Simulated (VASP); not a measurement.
# Cu (P4/nmm) in VASP: notebook

Cu is run at these levels: LDA; tasks: single point.

All numbers are computed with VASP 6.6.1; they aren't measurements. Logs are shortened: lines on timing, memory, paths and dates and some standing lists are left out, and cuts for length are marked.

### Step 1. The cell of the first run

Symmetry: P4/nmm, No. 129, tetragonal system. The conventional cell has a = 2.556 Å, b = 2.556 Å, c = 3.615 Å, α = 90.00°, β = 90.00°, γ = 90.00°. Within 3.0 Å of Cu (site symmetry 4mm) lie 12 Cu at 2.22 to 2.95 Å.

### Step 2. Single point, LDA (atoms displaced along a vibrational mode)

Input file INCAR:

```
PREC = Accurate
ENCUT = 520
EDIFF = 1E-6
ISMEAR = 0
SIGMA = 0.15
LREAL = False
LASPH = True
NELM = 60
ALGO = Fast
ISIF = 2
LWAVE = False
LCHARG = False
NBANDS = 18
```

Input file KPOINTS:

```
regular mesh
0
Gamma
  18 18 14
```

Input file POSCAR:

```
Cu
1.0
    0.0000000000     -1.8075000000     -1.8075000000
    0.0000000000      1.8075000000     -1.8075000000
    3.6150000000      0.0000000000      0.0000000000
Cu
2
Direct
    0.5000000000      0.5000000000      0.5726141079
    0.0000000000      0.0000000000     -0.0726141079
```

Potentials or basis: VASP PAW LDA potentials, release 64 (Cu).

On the command line:

```
$ cat potpaw_LDA.64/Cu/POTCAR > POTCAR
$ mpirun -np 1 vasp_std > vasp.out
```

OUTCAR:

```text
PREC = Accurate
   ENCUT = 520
   EDIFF = 1E-6
   ISMEAR = 0
   LREAL = False
   LASPH = True
   NELM = 60
   ISIF = 2

 ion  position               nearest neighbor table
   1  0.500  0.500  0.573-   2 2.22   2 2.22   2 2.22   2 2.22
   2  0.000  0.000  0.927-   1 2.22   1 2.22   1 2.22   1 2.22

  LATTYP: Found a simple tetragonal cell.
 ALAT       =     2.5561910140
 C/A-ratio  =     1.4142135624

  Lattice vectors:

 A1 = (   0.0000000000,  -1.8075000000,  -1.8075000000)
 A2 = (   0.0000000000,   1.8075000000,  -1.8075000000)
 A3 = (   3.6150000000,   0.0000000000,   0.0000000000)

Analysis of symmetry for initial positions (statically):
=====================================================================
 Subroutine PRICEL returns:
 Original cell was already a primitive cell.

 Routine SETGRP: Setting up the symmetry group for a
 simple tetragonal supercell.

 Subroutine GETGRP returns: Found 16 space group operations
 (whereof  8 operations were pure point group operations)
 out of a pool of 16 trial point group operations.

The static configuration has the point symmetry C_4v.
 The point group associated with its full space group is D_4h.

Analysis of symmetry for dynamics (positions and initial velocities):
=====================================================================
 Subroutine PRICEL returns:
 Original cell was already a primitive cell.

 Routine SETGRP: Setting up the symmetry group for a
 simple tetragonal supercell.

 Subroutine GETGRP returns: Found 16 space group operations
 (whereof  8 operations were pure point group operations)
 out of a pool of 16 trial point group operations.

The dynamic configuration has the point symmetry C_4v.
 The point group associated with its full space group is D_4h.

 Subroutine INISYM returns: Found 16 space group operations
 (whereof  8 operations are pure point group operations),
 and found     1 'primitive' translations

----------------------------------------------------------------------------------------

                                     Primitive cell

  volume of cell :      23.6208

  direct lattice vectors                    reciprocal lattice vectors
     0.000000000 -1.807500000 -1.807500000     0.000000000 -0.276625173 -0.276625173
     0.000000000  1.807500000 -1.807500000     0.000000000  0.276625173 -0.276625173
     3.615000000  0.000000000  0.000000000     0.276625173  0.000000000  0.000000000

  length of vectors
     2.556191014  2.556191014  3.615000000     0.391207071  0.391207071  0.276625173

  position of ions in fractional coordinates (direct lattice)
     0.500000000  0.500000000  0.572614108
     0.000000000  0.000000000  0.927385892

  ion indices of the primitive-cell ions
   primitive index   ion index
                 1           1
                 2           2

----------------------------------------------------------------------------------------

 KPOINTS: regular mesh

Automatic generation of k-mesh.
 Grid dimensions read from file:
 generate k-points for:   18   18   14

 Generating k-lattice:

  Cartesian coordinates                     Fractional coordinates (reciprocal lattice)
     0.000000000 -0.015368065 -0.015368065     0.055555556  0.000000000  0.000000000
     0.000000000  0.015368065 -0.015368065     0.000000000  0.055555556  0.000000000
     0.019758941  0.000000000  0.000000000     0.000000000  0.000000000  0.071428571

  Length of vectors
     0.021733726  0.021733726  0.019758941

  Shift w.r.t. Gamma in fractional coordinates (k-lattice)
     0.000000000  0.000000000  0.000000000

 Subroutine IBZKPT returns following result:
 ===========================================

 Found    440 irreducible k-points:

 Following reciprocal coordinates:
            Coordinates               Weight
  0.000000  0.000000  0.000000      1.000000
  0.055556  0.000000  0.000000      4.000000
  0.111111  0.000000  0.000000      4.000000
  0.166667  0.000000  0.000000      4.000000
  0.222222  0.000000  0.000000      4.000000
  0.277778  0.000000  0.000000      4.000000
[... 16 lines left out ...]
  0.277778  0.111111  0.000000      8.000000
  0.333333  0.111111  0.000000      8.000000
 [... further k-points ...]
   k-points           NKPTS =    440   k-points in BZ     NKDIM =    440   number of bands    NBANDS=     18
   number of dos      NEDOS =    301   number of ions     NIONS =      2
   total plane-waves  NPLWV =  11200
   dimension x,y,z NGX =    20 NGY =   20 NGZ =   28
   dimension x,y,z NGXF=    40 NGYF=   40 NGZF=   56
   ions per type =               2
   NGX,Y,Z   is equivalent  to a cutoff of  13.01, 13.01, 12.88 a.u.
   NGXF,Y,Z  is equivalent  to a cutoff of  26.01, 26.01, 25.75 a.u.
 SYSTEM =  unknown system
   PREC   = accura    normal or accurate (medium, high low for compatibility)
   ISTART =      0    job   : 0-new  1-cont  2-samecut
   ICHARG =      2    charge: 1-file 2-atom 10-const
   ISPIN  =      1    spin polarized calculation?
   LNONCOLLINEAR =      F non collinear calculations
   LSORBIT =      F    spin-orbit coupling
   LASPH  =      T    aspherical Exc in radial PAW
   ENCUT  =  520.0 eV  38.22 Ry    6.18 a.u.   4.75  4.75  6.72*2*pi/ulx,y,z
   NELM   =     60;   NELMIN=  2; NELMDL= -5     # of ELM steps
   EDIFF  = 0.1E-05   stopping-criterion for ELM
   LREAL  =      F    real-space projection
   EDIFFG = 0.1E-04   stopping-criterion for IOM
   NSW    =      0    number of steps for IOM
   IBRION =     -1    ionic relax: 0-MD 1-quasi-New 2-CG
   NFREE  =      0    steps in history (QN), initial steepest desc. (CG)
   ISIF   =      2    stress and relaxation
   ISYM   =      2    0-nonsym 1-usesym 2-fastsym
   POTIM  = 0.5000    time-step for ionic-motion
   TEBEG  =    0.0;   TEEND  =   0.0 temperature during run
   PSTRESS=    0.0 pullay stress
   NELECT =      22.0000    total number of electrons
   NUPDOWN=      -1.0000    fix difference up-down
   EMIN   =  10.00;   EMAX   =-10.00  energy-range for DOS
   EFERMI =   0.00;   METHOD = LEGACY
   ISMEAR =     0;   SIGMA  =   0.15  broadening in eV -4-tet -1-fermi 0-gaus
   EFERMI_NEDOS =   21; number of points for ismear=-14 and -15
   IALGO  =     68    algorithm
   IMIX   =      4    mixing-type and parameters
     AMIX     =   0.40;   BMIX     =  1.00
     AMIX_MAG =   1.60;   BMIX_MAG =  1.00
  volume/ion in A,a.u.               =      11.81        79.70
  Fermi-wavevector in a.u.,A,eV,Ry     =   1.598763  3.021224 34.777078  2.556043
  Thomas-Fermi vector in A             =   2.696162
   LORBIT       =      0    0 simple, 1 ext, 2 COOP (PROOUT), +10 PAW based schemes
   GGA     = CA    functional components
   LHFCALC =     F    Hartree Fock is set to
   AEXX    =    0.0000 exact exchange contribution
   IVDW    =     0    specifies the selected vdW correction
   LEPSILON=     F    determine dielectric tensor
   LRPA    =     F    only Hartree local field effects (RPA)
 non-spin polarized calculation
 RMM-DIIS sequential band-by-band and
 Gauss-broadening in eV      SIGMA  =   0.15
  energy-cutoff  :      520.00
  volume of cell :       23.62
 maximum number of plane-waves:       664
 NGX is ok and might be reduce to    20
   NGX =  9   NGY =  9   NGZ = 13

 number of electron      21.9999945 magnetization

 Free energy of the ion-electron system (eV)
  ---------------------------------------------------
  ext. energy  EPLUGINS =         0.00000000
  ---------------------------------------------------
  free energy    TOTEN  =        -8.47117421 eV

  energy without entropy =       -8.46460764  energy(sigma->0) =       -8.46789092

 E-fermi :   7.4428     XC(G=0): -12.9708

 val. band max:        7.4397989669   @ k =   0.4444   0.3889   0.0000
 cond. band min:       7.4521548332   @ k =   0.4444   0.1667   0.4286
 fundamental gap:      0.0123558664
 Fermi energy:         7.4428215498

 k-point     1 :       0.0000    0.0000    0.0000
  band No.  band energies     occupation
      1      -2.0857      2.00000
      2       2.1830      2.00000
      3       2.1881      2.00000
      4       4.0406      2.00000
      5       4.0406      2.00000
      6       4.4872      2.00000
[... 10 lines left out ...]
     17      27.4518      0.00000
     18      30.9417      0.00000

 k-point     2 :       0.0556    0.0000    0.0000
  band No.  band energies     occupation
      1      -2.0103      2.00000
      2       2.1947      2.00000
      3       2.2255      2.00000
      4       4.0384      2.00000
      5       4.0401      2.00000
      6       4.4578      2.00000
[... 10 lines left out ...]
     17      27.9023      0.00000
     18      30.5183      0.00000

 k-point     3 :       0.1111    0.0000    0.0000
  band No.  band energies     occupation
      1      -1.7861      2.00000
      2       2.2179      2.00000
      3       2.3435      2.00000
      4       4.0304      2.00000
      5       4.0417      2.00000
      6       4.3779      2.00000
[... 10 lines left out ...]
     17      28.6482      0.00000
     18      29.6422      0.00000

 k-point     4 :       0.1667    0.0000    0.0000
  band No.  band energies     occupation
      1      -1.4192      2.00000
      2       2.2501      2.00000
      3       2.5264      2.00000
      4       4.0133      2.00000
      5       4.0538      2.00000
      6       4.2292      2.00000
[... 375 lines left out ...]
      4       3.6727      2.00000
      5       3.9160      2.00000
      6       4.0686      2.00000
[... 10 lines left out ...]
     17      25.9779      0.00000
     18      29.6166      0.00000

 k-point    23 :       0.2778    0.1111    0.0000
  band No.  band energies     occupation
      1      -0.0423      2.00000
      2       2.4476      2.00000
      3       3.0213      2.00000
      4       3.4607      2.00000
      5       3.8856      2.00000
      6       4.1023      2.00000
[... 10 lines left out ...]
     17      24.3403      0.00000
     18      29.6292      0.00000

 k-point    24 :       0.3333    0.1111    0.0000
  band No.  band energies     occupation
      1       0.6227      2.00000
      2       2.4597      2.00000
      3       3.1885      2.00000
      4       3.2727      2.00000
      5       3.8725      2.00000
      6       4.1852      2.00000
[... 10 lines left out ...]
     17      22.8784      0.00000
     18      28.3138      0.00000

 [... further k-points ...]

------------------------ aborting loop because EDIFF is reached ----------------------------------------

  FORCE on cell =-STRESS in cart. coord.  units (eV):
  Direction    XX          YY          ZZ          XY          YZ          ZX
  --------------------------------------------------------------------------------------
  -------------------------------------------------------------------------------------
  Total        1.5555626      2.4767940      2.4767940      0.0000000      0.0000000      0.0000000
  in kB      105.5123175    167.9985628    167.9985628      0.0000000      0.0000000      0.0000000
  external PRESSURE =     147.1698144 kB  Pullay stress =       0.0000000 kB

 VOLUME and BASIS-vectors are now :
 -----------------------------------------------------------------------------
  energy-cutoff  :      520.00
  volume of cell :       23.62
      direct lattice vectors                 reciprocal lattice vectors
     0.000000000 -1.807500000 -1.807500000     0.000000000 -0.276625173 -0.276625173
     0.000000000  1.807500000 -1.807500000     0.000000000  0.276625173 -0.276625173
     3.615000000  0.000000000  0.000000000     0.276625173  0.000000000  0.000000000

 POSITION                                       TOTAL-FORCE (eV/Angst)
 -----------------------------------------------------------------------------------
      2.07000      0.00000     -1.80750        -3.689883     -0.000000      0.000000
      3.35250      0.00000      0.00000         3.689883      0.000000      0.000000
 -----------------------------------------------------------------------------------
    total drift:                               -0.000000     -0.000000      0.000000

  FREE ENERGIE OF THE ION-ELECTRON SYSTEM (eV)
  ---------------------------------------------------
  free  energy   TOTEN  =        -8.4711742056 eV

  energy  without entropy=       -8.4646076403  energy(sigma->0) =       -8.46789092
```

Run time: 1.7 min. Hardware: 1 thread of Intel Xeon Platinum 8488C (Sapphire Rapids), shared host; peak memory 0.25 GiB.

What came out:

| Property | Result |
| --- | --- |
| Free energy | -8.4712 eV |
| Pressure | 14.7 GPa |
| Largest force | 3.690 eV/Å |
| Band gap on the k mesh | zero (bands 11 and 12 overlap by 6.06 eV) |

Forces on the atoms (eV/Å):
```
Cu  -3.690  0.000  0.000
Cu   3.690  0.000  0.000
```

Stress tensor (GPa, compression positive):
```
10.55  0.00  0.00
 0.00 16.80  0.00
 0.00  0.00 16.80
```

Caveat: the cell differs from its parent crystal (atoms displaced along a vibrational mode); the stress differs along the axes, from 11 to 17 GPa; forces of over 1 eV/Å act on the atoms, so gaps and moduli don't describe the material at rest.

### Step 3. Single point, LDA (atoms displaced along a vibrational mode)

Input file INCAR:

```
PREC = Accurate
ENCUT = 520
EDIFF = 1E-7
ISMEAR = 0
SIGMA = 0.15
LREAL = F
LASPH = T
NELM = 100
ALGO = Fast
ISIF = 2
LWAVE = F
LCHARG = T
LELF = T
LVHAR = T
NBANDS = 18
```

KPOINTS is that of step 2.

Input file POSCAR:

```
Cu
1.0
    0.0000000000     -1.8075000000     -1.8075000000
    0.0000000000      1.8075000000     -1.8075000000
    3.6150000000      0.0000000000      0.0000000000
Cu
2
Direct
    0.5000000000      0.5000000000      0.5518672199
    0.0000000000      0.0000000000     -0.0518672199
```

Potentials or basis: VASP PAW LDA potentials, release 64 (Cu).

On the command line:

```
$ cat potpaw_LDA.64/Cu/POTCAR > POTCAR
$ mpirun -np 1 vasp_std > vasp.out
```

Run time: 1.8 min. Hardware: 1 thread of Intel Xeon Platinum 8488C (Sapphire Rapids), shared host; peak memory 0.25 GiB.

The run converged. Its results:

| Item | Value |
| --- | --- |
| Free energy | -8.9258 eV |
| Pressure | 1.4 GPa |
| Largest force | 2.410 eV/Å |
| Band gap on the k mesh | zero (bands 11 and 12 overlap by 6.63 eV) |

Forces on the atoms (eV/Å):
```
Cu  -2.410  0.000  0.000
Cu   2.410  0.000  0.000
```

Stress tensor (GPa, compression positive):
```
0.29 0.00 0.00
0.00 1.97 0.00
0.00 0.00 1.97
```

Levels at points of the mesh, in eV from the Fermi level:
```csv
k point,band 7,band 8,band 9,band 10,band 11,band 12,band 13,band 14,band 15,band 16
"(0.00, 0.00, 0.00)",-2.59,-2.47,-1.64,-1.63,-1.63,2.20,6.46,12.95,12.95,17.67
"(0.50, 0.00, 0.00)",-2.97,-2.97,-1.87,-1.87,-0.43,-0.43,8.55,8.55,12.14,12.14
"(0.50, 0.50, 0.00)",-1.73,-1.73,-1.65,-1.65,1.47,1.47,7.13,7.13,13.43,13.43
"(0.00, 0.00, 0.50)",-2.96,-2.51,-2.12,-2.12,-1.92,-1.73,15.93,15.93,16.53,18.16
"(0.50, 0.00, 0.50)",-2.07,-2.07,-1.59,-1.59,-0.82,-0.82,3.62,3.62,21.37,21.37
"(0.50, 0.50, 0.50)",-2.21,-2.21,-1.65,-1.65,4.90,4.90,7.58,7.58,8.08,8.08
```

Caveat: the cell differs from its parent crystal (atoms displaced along a vibrational mode); forces of over 1 eV/Å act on the atoms, so gaps and moduli don't describe the material at rest.

### Step 4. Single point, LDA (atoms displaced along a vibrational mode)

Input file INCAR:

```
PREC = Accurate ; ENCUT = 520
EDIFF = 1E-6 ; ISMEAR = 0
SIGMA = 0.15 ; LREAL = F
LASPH = T ; NELM = 60
ALGO = Fast ; ISIF = 2
LWAVE = F ; LCHARG = F
GGA = CA ; NBANDS = 18
```

KPOINTS is that of step 3.

Input file POSCAR:

```
Cu
1.0
    0.0000000000     -1.8075000000     -1.8075000000
    0.0000000000      1.8075000000     -1.8075000000
    3.6150000000      0.0000000000      0.0000000000
Cu
2
Direct
    0.5000000000      0.5000000000      0.5311203320
    0.0000000000      0.0000000000     -0.0311203320
```

On the command line:

```
$ cat potpaw_LDA.64/Cu/POTCAR > POTCAR
$ mpirun -np 1 vasp_std > vasp.out
```

Run time: 94 s. Hardware: 1 thread of Intel Xeon Platinum 8488C (Sapphire Rapids), shared host; peak memory 0.24 GiB.

The run converged. Its results:

```
Free energy            : -9.2045 eV
Pressure               : -7.1 GPa
Largest force          : 1.339 eV/Å
Band gap on the k mesh : zero (bands 11 and 12 overlap by 7.21 eV)
```

Forces in eV/Å, atoms in the order of the input:
```
Cu  -1.339  0.000  0.000
Cu   1.339  0.000  0.000
```

Stress tensor (GPa, compression positive):
```
-7.39  0.00  0.00
 0.00 -6.97  0.00
 0.00  0.00 -6.97
```

Levels at points of the mesh, in eV from the Fermi level:
| k point | band 8 | band 9 | band 10 | band 11 | band 12 | band 13 | band 14 | band 15 |
| --- | --- | --- | --- | --- | --- | --- | --- | --- |
| (0.00, 0.00, 0.00) | -2.32 | -1.67 | -1.56 | -1.56 | 1.75 | 6.86 | 12.98 | 12.98 |
| (0.50, 0.00, 0.00) | -2.87 | -2.05 | -2.05 | -0.37 | -0.37 | 9.10 | 9.10 | 11.52 |
| (0.50, 0.50, 0.00) | -1.60 | -1.57 | -1.57 | 1.48 | 1.48 | 7.11 | 7.11 | 13.15 |
| (0.00, 0.00, 0.50) | -2.23 | -2.21 | -2.19 | -2.19 | -1.81 | 16.35 | 16.35 | 17.23 |
| (0.50, 0.00, 0.50) | -1.83 | -1.64 | -1.64 | -0.91 | -0.91 | 3.68 | 3.68 | 21.28 |
| (0.50, 0.50, 0.50) | -2.24 | -1.57 | -1.57 | 5.40 | 5.40 | 7.01 | 7.01 | 8.21 |

Caveat: the cell differs from its parent crystal (atoms displaced along a vibrational mode); the cell stands under tension; forces of over 1 eV/Å act on the atoms, so gaps and moduli don't describe the material at rest.

### Step 5. The runs side by side

```csv
cell,further INCAR settings,gap on the mesh (eV),pressure (GPa),largest force (eV/Å)
"as given, atomic positions A",ALGO = Fast; EDIFF = 1e-06; NBANDS = 18,none,14.7,3.69
"as given, atomic positions B",ALGO = Fast; EDIFF = 1e-07; NBANDS = 18,none,1.4,2.41
"as given, atomic positions C",ALGO = Fast; EDIFF = 1e-06; NBANDS = 18,none,-7.1,1.34
```

Alike in all rows: task single point; level LDA; potentials or basis VASP PAW LDA potentials, release 64 (Cu); no spin polarisation; k mesh 18 × 18 × 14; cutoff (eV) 520; smearing gaussian 0.15 eV.

Caveats: forces of over 1 eV/Å act on the atoms, so gaps and moduli don't describe the material at rest; the stress differs along the axes, from 11 to 17 GPa (at least some runs); the cell stands under tension (at least some runs).

Total energies depend on the potentials used, so only differences within one code and one set of settings carry meaning.

The gap in the log of VASP goes by the Fermi energy; the results here count the filled bands.